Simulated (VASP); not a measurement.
# As (Pm-3m) in VASP: further runs

As is run at these levels: PBEsol, revPBE; tasks: single point, relaxation of cell and atoms.

All numbers are computed with VASP 6.6.1; they aren't measurements. Logs are shortened: lines on timing, memory, paths and dates and some standing lists are left out, and cuts for length are marked.

## 1. The cell of the first run

It takes space group Pm-3m (No. 221, cubic). Conventional cell: a = 3.010 Å, b = 3.010 Å, c = 3.010 Å, α = 90.00°, β = 90.00°, γ = 90.00°. Within 4.0 Å of As (site symmetry m-3m) lie 6 As at 3.01 Å.

## 2. Single point, PBEsol (Sb replaced by As, lengths x 0.914, strained)

The input, INCAR:

```
SYSTEM = As
PREC = Accurate
ENCUT = 520
EDIFF = 1E-6
ISMEAR = 0
SIGMA = 0.1
LREAL = .FALSE.
LASPH = .TRUE.
NELM = 60
ALGO = Normal
ISIF = 2
LWAVE = .FALSE.
LCHARG = .FALSE.
GGA = PS
NBANDS = 8
```

The input, KPOINTS:

```
regular mesh
0
G
  14 14 14
  0 0 0
```

The input, POSCAR:

```
As
1.0
    3.0096112806      0.0000000000      0.0000000000
    0.0000000000      3.0096112806      0.0000000000
    0.0000000000      0.0000000000      3.0096112806
As
1
Direct
    0.0000000000      0.0000000000      0.0000000000
```

Potentials or basis: VASP PAW PBE potentials, release 64 (As).

Launch:

```sh
$ cat potpaw_PBE.64/As/POTCAR > POTCAR
$ mpirun -np 1 vasp_std > vasp.out
```

OUTCAR:

```text
SYSTEM = As
   PREC = Accurate
   ENCUT = 520
   EDIFF = 1E-6
   ISMEAR = 0
   LREAL = .FALSE.
   LASPH = .TRUE.
   NELM = 60
   ISIF = 2
   GGA = PS

 ion  position               nearest neighbor table
   1  0.000  0.000  0.000-

  LATTYP: Found a simple cubic cell.
 ALAT       =     3.0096112806

  Lattice vectors:

 A1 = (   3.0096112806,   0.0000000000,   0.0000000000)
 A2 = (   0.0000000000,   3.0096112806,   0.0000000000)
 A3 = (   0.0000000000,   0.0000000000,   3.0096112806)

Analysis of symmetry for initial positions (statically):
=====================================================================
 Subroutine PRICEL returns:
 Original cell was already a primitive cell.

 Routine SETGRP: Setting up the symmetry group for a
 simple cubic supercell.

 Subroutine GETGRP returns: Found 48 space group operations
 (whereof 48 operations were pure point group operations)
 out of a pool of 48 trial point group operations.

The static configuration has the point symmetry O_h .

Analysis of symmetry for dynamics (positions and initial velocities):
=====================================================================
 Subroutine PRICEL returns:
 Original cell was already a primitive cell.

 Routine SETGRP: Setting up the symmetry group for a
 simple cubic supercell.

 Subroutine GETGRP returns: Found 48 space group operations
 (whereof 48 operations were pure point group operations)
 out of a pool of 48 trial point group operations.

The dynamic configuration has the point symmetry O_h .

 Subroutine INISYM returns: Found 48 space group operations
 (whereof 48 operations are pure point group operations),
 and found     1 'primitive' translations

----------------------------------------------------------------------------------------

                                     Primitive cell

  volume of cell :      27.2603

  direct lattice vectors                    reciprocal lattice vectors
     3.009611281  0.000000000  0.000000000     0.332268824  0.000000000  0.000000000
     0.000000000  3.009611281  0.000000000     0.000000000  0.332268824  0.000000000
     0.000000000  0.000000000  3.009611281     0.000000000  0.000000000  0.332268824

  length of vectors
     3.009611281  3.009611281  3.009611281     0.332268824  0.332268824  0.332268824

  position of ions in fractional coordinates (direct lattice)
     0.000000000  0.000000000  0.000000000

  ion indices of the primitive-cell ions
   primitive index   ion index
                 1           1

----------------------------------------------------------------------------------------

 KPOINTS: regular mesh

Automatic generation of k-mesh.
 Grid dimensions read from file:
 generate k-points for:   14   14   14

 Generating k-lattice:

  Cartesian coordinates                     Fractional coordinates (reciprocal lattice)
     0.023733487  0.000000000  0.000000000     0.071428571  0.000000000  0.000000000
     0.000000000  0.023733487  0.000000000     0.000000000  0.071428571  0.000000000
     0.000000000  0.000000000  0.023733487     0.000000000  0.000000000  0.071428571

  Length of vectors
     0.023733487  0.023733487  0.023733487

  Shift w.r.t. Gamma in fractional coordinates (k-lattice)
     0.000000000  0.000000000  0.000000000

 Subroutine IBZKPT returns following result:
 ===========================================

 Found    120 irreducible k-points:

 Following reciprocal coordinates:
            Coordinates               Weight
  0.000000  0.000000  0.000000      1.000000
  0.071429  0.000000  0.000000      6.000000
  0.142857  0.000000  0.000000      6.000000
  0.214286  0.000000  0.000000      6.000000
  0.285714  0.000000  0.000000      6.000000
  0.357143  0.000000  0.000000      6.000000
[... 16 lines left out ...]
  0.285714  0.214286  0.000000     24.000000
  0.357143  0.214286  0.000000     24.000000
 [... further k-points ...]
   k-points           NKPTS =    120   k-points in BZ     NKDIM =    120   number of bands    NBANDS=      8
   number of dos      NEDOS =    301   number of ions     NIONS =      1
   total plane-waves  NPLWV =  13824
   dimension x,y,z NGX =    24 NGY =   24 NGZ =   24
   dimension x,y,z NGXF=    48 NGYF=   48 NGZF=   48
   ions per type =               1
   NGX,Y,Z   is equivalent  to a cutoff of  13.26, 13.26, 13.26 a.u.
   NGXF,Y,Z  is equivalent  to a cutoff of  26.51, 26.51, 26.51 a.u.
 SYSTEM =  As
   PREC   = accura    normal or accurate (medium, high low for compatibility)
   ISTART =      0    job   : 0-new  1-cont  2-samecut
   ICHARG =      2    charge: 1-file 2-atom 10-const
   ISPIN  =      1    spin polarized calculation?
   LNONCOLLINEAR =      F non collinear calculations
   LSORBIT =      F    spin-orbit coupling
   LASPH  =      T    aspherical Exc in radial PAW
   ENCUT  =  520.0 eV  38.22 Ry    6.18 a.u.   5.60  5.60  5.60*2*pi/ulx,y,z
   NELM   =     60;   NELMIN=  2; NELMDL= -5     # of ELM steps
   EDIFF  = 0.1E-05   stopping-criterion for ELM
   LREAL  =      F    real-space projection
   EDIFFG = 0.1E-04   stopping-criterion for IOM
   NSW    =      0    number of steps for IOM
   IBRION =     -1    ionic relax: 0-MD 1-quasi-New 2-CG
   NFREE  =      0    steps in history (QN), initial steepest desc. (CG)
   ISIF   =      2    stress and relaxation
   ISYM   =      2    0-nonsym 1-usesym 2-fastsym
   POTIM  = 0.5000    time-step for ionic-motion
   TEBEG  =    0.0;   TEEND  =   0.0 temperature during run
   PSTRESS=    0.0 pullay stress
   NELECT =       5.0000    total number of electrons
   NUPDOWN=      -1.0000    fix difference up-down
   EMIN   =  10.00;   EMAX   =-10.00  energy-range for DOS
   EFERMI =   0.00;   METHOD = LEGACY
   ISMEAR =     0;   SIGMA  =   0.10  broadening in eV -4-tet -1-fermi 0-gaus
   EFERMI_NEDOS =   21; number of points for ismear=-14 and -15
   IALGO  =     38    algorithm
   IMIX   =      4    mixing-type and parameters
     AMIX     =   0.40;   BMIX     =  1.00
     AMIX_MAG =   1.60;   BMIX_MAG =  1.00
  volume/ion in A,a.u.               =      27.26       183.96
  Fermi-wavevector in a.u.,A,eV,Ry     =   0.930153  1.757734 11.771553  0.865185
  Thomas-Fermi vector in A             =   2.056511
   LORBIT       =      0    0 simple, 1 ext, 2 COOP (PROOUT), +10 PAW based schemes
   GGA     = PS    functional components
   LHFCALC =     F    Hartree Fock is set to
   AEXX    =    0.0000 exact exchange contribution
   IVDW    =     0    specifies the selected vdW correction
   LEPSILON=     F    determine dielectric tensor
   LRPA    =     F    only Hartree local field effects (RPA)
 non-spin polarized calculation
 Gauss-broadening in eV      SIGMA  =   0.10
  energy-cutoff  :      520.00
  volume of cell :       27.26
 maximum number of plane-waves:       756
 NGX is ok and might be reduce to    24
   NGX = 11   NGY = 11   NGZ = 11

 number of electron       5.0000001 magnetization

 Free energy of the ion-electron system (eV)
  ---------------------------------------------------
  ext. energy  EPLUGINS =         0.00000000
  ---------------------------------------------------
  free energy    TOTEN  =        -4.57410684 eV

  energy without entropy =       -4.57139414  energy(sigma->0) =       -4.57275049

 E-fermi :   2.5326     XC(G=0):  -9.2272

 val. band max:        2.5214821516   @ k =   0.2143   0.2143   0.1429
 cond. band min:       2.5473716176   @ k =   0.3571   0.2857   0.2857
 fundamental gap:      0.0258894660
 Fermi energy:         2.5326436271

 k-point     1 :       0.0000    0.0000    0.0000
  band No.  band energies     occupation
      1      -9.9436      2.00000
      2       5.6283      0.00000
      3       5.6283      0.00000
      4       5.6283      0.00000
      5      10.5151      0.00000
      6      10.8447      0.00000
      7      10.8447      0.00000
      8      23.7914      0.00000

 k-point     2 :       0.0714    0.0000    0.0000
  band No.  band energies     occupation
      1      -9.8775      2.00000
      2       4.8560      0.00000
      3       5.6822      0.00000
      4       5.6822      0.00000
      5      10.6748      0.00000
      6      10.9119      0.00000
      7      11.6690      0.00000
      8      22.4727      0.00000

 k-point     3 :       0.1429    0.0000    0.0000
  band No.  band energies     occupation
      1      -9.6829      2.00000
      2       3.3308      0.00000
      3       5.8387      0.00000
      4       5.8387      0.00000
      5      10.9206      0.00000
      6      11.1104      0.00000
      7      13.5565      0.00000
      8      20.7842      0.00000

 k-point     4 :       0.2143    0.0000    0.0000
  band No.  band energies     occupation
      1      -9.3721      2.00000
      2       1.7274      2.00000
      3       6.0809      0.00000
      4       6.0809      0.00000
      5      11.3080      0.00000
      6      11.4300      0.00000
      7      15.6191      0.00000
      8      19.2249      0.00000

 k-point     5 :       0.2857    0.0000    0.0000
  band No.  band energies     occupation
      1      -8.9718      2.00000
      2       0.2588      2.00000
      3       6.3768      0.00000
      4       6.3768      0.00000
      5      11.8446      0.00000
      6      11.8477      0.00000
      7      16.8904      0.00000
      8      17.8834      0.00000
[... 177 lines left out ...]
 k-point    22 :       0.2143    0.2143    0.0000
  band No.  band energies     occupation
      1      -8.8022      2.00000
      2       2.2615      1.99987
      3       2.2690      1.99981
      4       6.5246      0.00000
      5      11.8887      0.00000
      6      13.5611      0.00000
      7      16.6300      0.00000
      8      17.2394      0.00000

 k-point    23 :       0.2857    0.2143    0.0000
  band No.  band energies     occupation
      1      -8.4032      2.00000
      2       0.8080      2.00000
      3       2.6333      0.15447
      4       6.8134      0.00000
      5      11.8210      0.00000
      6      12.9471      0.00000
      7      17.2046      0.00000
      8      18.3748      0.00000

 k-point    24 :       0.3571    0.2143    0.0000
  band No.  band energies     occupation
      1      -7.9696      2.00000
      2      -0.4047      2.00000
      3       3.0227      0.00000
      4       7.1031      0.00000
      5      11.0034      0.00000
      6      13.2626      0.00000
      7      17.3870      0.00000
      8      17.5026      0.00000

 [... further k-points ...]

------------------------ aborting loop because EDIFF is reached ----------------------------------------

  FORCE on cell =-STRESS in cart. coord.  units (eV):
  Direction    XX          YY          ZZ          XY          YZ          ZX
  --------------------------------------------------------------------------------------
  -------------------------------------------------------------------------------------
  Total       -2.4459368     -2.4459368     -2.4459368     -0.0000000      0.0000000     -0.0000000
  in kB     -143.7555433   -143.7555433   -143.7555433     -0.0000000      0.0000000     -0.0000000
  external PRESSURE =    -143.7555433 kB  Pullay stress =       0.0000000 kB

 VOLUME and BASIS-vectors are now :
 -----------------------------------------------------------------------------
  energy-cutoff  :      520.00
  volume of cell :       27.26
      direct lattice vectors                 reciprocal lattice vectors
     3.009611281  0.000000000  0.000000000     0.332268824  0.000000000  0.000000000
     0.000000000  3.009611281  0.000000000     0.000000000  0.332268824  0.000000000
     0.000000000  0.000000000  3.009611281     0.000000000  0.000000000  0.332268824

 POSITION                                       TOTAL-FORCE (eV/Angst)
 -----------------------------------------------------------------------------------
      0.00000      0.00000      0.00000         0.000000      0.000000      0.000000
 -----------------------------------------------------------------------------------
    total drift:                                0.000000     -0.000000      0.000000

  FREE ENERGIE OF THE ION-ELECTRON SYSTEM (eV)
  ---------------------------------------------------
  free  energy   TOTEN  =        -4.5741068365 eV

  energy  without entropy=       -4.5713941381  energy(sigma->0) =       -4.57275049
```

Wall time 9.1 s (1 thread of Intel Xeon Platinum 8488C (Sapphire Rapids), shared host); peak memory 0.15 GiB.

What came out:

| Quantity | Value |
| --- | --- |
| Free energy | -4.5741 eV |
| Pressure | -14.4 GPa |

Caveat: the cell differs from its parent crystal (Sb replaced by As, lengths x 0.914, strained); the PAW data sets were made with another functional, which shifts forces and pressure a little.

## 3. Single point, PBEsol

This run uses another cell than the first one, of 19.45 Å³/atom, 0.713 times its volume.

The input, INCAR:

```
SYSTEM = As
  PREC = Accurate
  ENCUT = 520
  EDIFF = 1E-7
  ISMEAR = 0
  SIGMA = 0.1
  LREAL = .False.
  LASPH = .True.
  NELM = 100
  ALGO = Normal
  ISIF = 2
  LWAVE = .False.
  LCHARG = .False.
  GGA = PS
  NBANDS = 8
```

The input, KPOINTS:

```
regular mesh
0
Gamma
  16 16 16
  0 0 0
```

The input, POSCAR:

```
As
1.0
    2.6890985463      0.0000000000      0.0000000000
    0.0000000000      2.6890985463      0.0000000000
    0.0000000000      0.0000000000      2.6890985463
As
1
Direct
    0.0000000000      0.0000000000      0.0000000000
```

Potentials or basis: VASP PAW PBE potentials, release 64 (As).

Launch:

```sh
$ cat potpaw_PBE.64/As/POTCAR > POTCAR
$ mpirun -np 1 vasp_std > vasp.out
```

Wall time 6.4 s (1 thread of Intel Xeon 6975P-C (Granite Rapids), shared host); peak memory 0.13 GiB.

The run converged. Its results:

- Free energy: -5.0351 eV
- Pressure: 0.3 GPa

Levels at points of the mesh, in eV from the Fermi level:
| k point | band 1 | band 2 | band 3 | band 4 | band 5 | band 6 | band 7 |
| --- | --- | --- | --- | --- | --- | --- | --- |
| (0.00, 0.00, 0.00) | -15.15 | 4.20 | 4.20 | 4.20 | 8.51 | 8.51 | 10.54 |
| (0.50, 0.00, 0.00) | -11.92 | -7.11 | 6.57 | 6.57 | 11.26 | 14.09 | 14.80 |
| (0.50, 0.50, 0.00) | -8.55 | -4.36 | -4.36 | 2.33 | 8.80 | 16.67 | 17.58 |
| (0.50, 0.50, 0.50) | -4.81 | -1.85 | -1.85 | -1.85 | 5.86 | 5.86 | 5.86 |

Caveat: the PAW data sets were made with another functional, which shifts forces and pressure a little.

## 4. Relaxation of cell and atoms, PBEsol

This run uses another cell than the first one, of 21.01 Å³/atom, 0.771 times its volume.

The input, INCAR:

```
PREC     = Accurate       # precision mode
ENCUT    = 600            # plane-wave cutoff, eV
EDIFF    = 1E-6           # SCF threshold, eV
ISMEAR   = 0              # smearing method
SIGMA    = 0.1            # smearing width, eV
LREAL    = False          # projectors in reciprocal space
LASPH    = True           # aspherical terms in the spheres
NELM     = 80             # most SCF steps
ALGO     = Normal         # electronic algorithm
ISIF     = 3              # what is computed and relaxed
LWAVE    = False          # write WAVECAR
LCHARG   = False          # write CHGCAR
GGA      = PS             # functional
IBRION   = 2              # ionic algorithm
NSW      = 80             # ionic steps
EDIFFG   = -0.01          # ionic threshold
```

The input, KPOINTS:

```
Automatic mesh
0
Gamma
  16 16 16
```

The input, POSCAR:

```
As
1.0
    2.7592036727      0.0000000000      0.0000000000
    0.0000000000      2.7592036727      0.0000000000
    0.0000000000      0.0000000000      2.7592036727
As
1
Direct
    0.0000000000      0.0000000000      0.0000000000
```

Launch:

```sh
$ cat potpaw_PBE.64/As/POTCAR > POTCAR
$ mpirun -np 1 vasp_std > vasp.out
```

Wall time 13 s (1 thread of Intel Xeon 6975P-C (Granite Rapids), shared host); peak memory 0.16 GiB.

It converged, with:

```
Free energy                            : -5.0353 eV
Relaxed volume                         : 19.51 Å³/atom
Relaxed cell                           : a = 2.692 Å, b = 2.692 Å, c = 2.692 Å, α = 90.00°, β = 90.00°, γ = 90.00°
Space group after relaxing (to 0.05 Å) : Pm-3m (No. 221)
Energy gained by relaxing              : 28.7 meV/atom
Ionic steps                            : 3
Pressure after relaxing                : 0.0 GPa
```

The path:
| step | energy change (eV) | largest force (eV/Å) | pressure (GPa) | volume (Å³) |
| --- | --- | --- | --- | --- |
| 1 | 0.0000 | 0.0000 | -5.71 | 21.01 |
| 2 | -0.0210 | 0.0000 | 3.64 | 18.81 |
| 3 | -0.0287 | 0.0000 | 0.00 | 19.51 |

Final structure:
```
As
1.0
     2.69200    0.00000    0.00000
     0.00000    2.69200    0.00000
     0.00000    0.00000    2.69200
As
1
Cartesian
  0.0000 0.0000 0.0000
```

Levels at points of the mesh, in eV from the Fermi level:
| k point | band 1 | band 2 | band 3 | band 4 | band 5 | band 6 |
| --- | --- | --- | --- | --- | --- | --- |
| (0.00, 0.00, 0.00) | -15.12 | 4.19 | 4.19 | 4.19 | 8.51 | 8.51 |
| (0.50, 0.00, 0.00) | -11.90 | -7.08 | 6.54 | 6.54 | 11.25 | 14.06 |
| (0.50, 0.50, 0.00) | -8.55 | -4.34 | -4.34 | 2.35 | 8.76 | 16.64 |
| (0.50, 0.50, 0.50) | -4.84 | -1.85 | -1.85 | -1.85 | 5.86 | 5.86 |

Caveat: the PAW data sets were made with another functional, which shifts forces and pressure a little.

## 5. Single point, PBEsol (Sb replaced by As, lengths x 0.914, strained)

The input, INCAR:

```
PREC     = Accurate       # precision mode
ENCUT    = 500            # plane-wave cutoff, eV
EDIFF    = 1E-6           # SCF threshold, eV
ISMEAR   = 0              # smearing method
SIGMA    = 0.1            # smearing width, eV
LREAL    = F              # projectors in reciprocal space
LASPH    = T              # aspherical terms in the spheres
NELM     = 120            # most SCF steps
ALGO     = Normal         # electronic algorithm
ISIF     = 2              # what is computed and relaxed
LWAVE    = F              # write WAVECAR
LCHARG   = F              # write CHGCAR
GGA      = PS             # functional
NBANDS   = 8              # bands
GGA_COMPAT= F
```

The input, KPOINTS:

```
regular mesh
0
Gamma
  6 6 6
```

The input, POSCAR:

```
As
1.0
    3.0222571914      0.0000000000      0.0000000000
    0.0000000000      3.0222571914      0.0000000000
    0.0000000000      0.0000000000      3.0222571914
As
1
Direct
    0.0000000000      0.0000000000      0.0000000000
```

Launch:

```sh
$ cat potpaw_PBE.64/As/POTCAR > POTCAR
$ mpirun -np 1 vasp_std > vasp.out
```

Wall time 7.4 s (1 thread of Intel Xeon 8259CL, shared host); peak memory 0.13 GiB.

It converged, with:

```yaml
Free_energy: -4.6095 eV
Pressure: -14.2 GPa
```

Levels at points of the mesh, in eV from the Fermi level:
| k point | band 1 | band 2 | band 3 | band 4 | band 5 |
| --- | --- | --- | --- | --- | --- |
| (0.00, 0.00, 0.00) | -12.68 | 2.78 | 2.78 | 2.78 | 7.62 |
| (0.50, 0.00, 0.00) | -10.79 | -4.86 | 4.12 | 4.12 | 10.05 |
| (0.50, 0.50, 0.00) | -8.93 | -3.04 | -3.04 | 3.44 | 5.32 |
| (0.50, 0.50, 0.50) | -7.04 | -1.44 | -1.44 | -1.44 | 6.13 |

Caveat: the cell differs from its parent crystal (Sb replaced by As, lengths x 0.914, strained); the PAW data sets were made with another functional, which shifts forces and pressure a little.

(Part 1 of 2 ends here.)
